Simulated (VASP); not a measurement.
Runs of VASP 6.6.1 on V. The structure is that of space group Fd-3m (No. 227), or close to it. The cells are those of the table. 

```tsv
task	cell	k mesh for the DOS	occupations for the DOS	gap on the mesh (eV)	pressure (GPa)
single point	a = 3.424 Å, angles 60.0°, 2 atoms	-	-	none	31.6
single point	a = 3.650 Å, angles 60.0°, 2 atoms	-	-	none	7.0
single point	a = 3.541 Å, angles 60.0°, 2 atoms	-	-	none	16.8
single point	a = 3.165 Å, angles 60.0°, 2 atoms	-	-	none	(a)
```

Alike in all rows: level PBE; potentials or basis VASP PAW PBE potentials, release 64 (V_sv); no spin polarisation; k mesh 14 × 14 × 14; cutoff (eV) 520; smearing fermi-dirac 0.08 eV.

Estimate the missing entries.

(a) 99.3.

A gap of «none» marks levels without a gap at the run's occupations.
